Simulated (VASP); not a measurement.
Runs of VASP 6.6.1 on Co. The structure is that of space group Fm-3m (No. 225), or close to it. The cells are those of the table. This isn't the form of Co at room conditions, which is hcp.

```csv
task,cell,k mesh,cutoff (eV),gap on the mesh (eV),pressure (GPa),moment (μB)
single point,"a = 2.387 Å, angles 60.0°, 1 atom",17 × 17 × 17,520,none,33.9,1.51
single point,"a = 2.555 Å, angles 60.0°, 1 atom",17 × 17 × 17,520,none,-14.1,(a)
single point,"a = 2.457 Å, angles 60.0°, 1 atom",17 × 17 × 17,520,none,8.8,1.64
relaxation of cell and atoms,"relaxed from a = 2.502 Å, angles 60.0°, 1 atom",15 × 15 × 15,600,none,0.0,1.65
single point,"a = 2.491 Å, angles 60.0°, 1 atom",15 × 15 × 15,520,none,-0.7,1.65
single point,"a = 2.491 Å, angles 60.0°, 1 atom",25 × 25 × 25,520,none,-1.0,1.64
single point,"a = 2.422 Å, angles 60.0°, 1 atom",17 × 17 × 17,520,none,19.9,1.57
single point,"a = 2.523 Å, angles 60.0°, 1 atom",17 × 17 × 17,520,none,(b),1.67
```

Alike in all rows: level PBE; potentials or basis VASP PAW PBE potentials, release 64 (Co); spin collinear, ferromagnetic start; smearing fermi-dirac 0.05 eV.

Task: Fill in the values left out.

Result: (a) 1.69; (b) -8.2.

Caveats: the cell stands under pressure (at least some runs); the cell stands under tension (at least some runs).

A gap of «none» marks levels without a gap at the run's occupations.
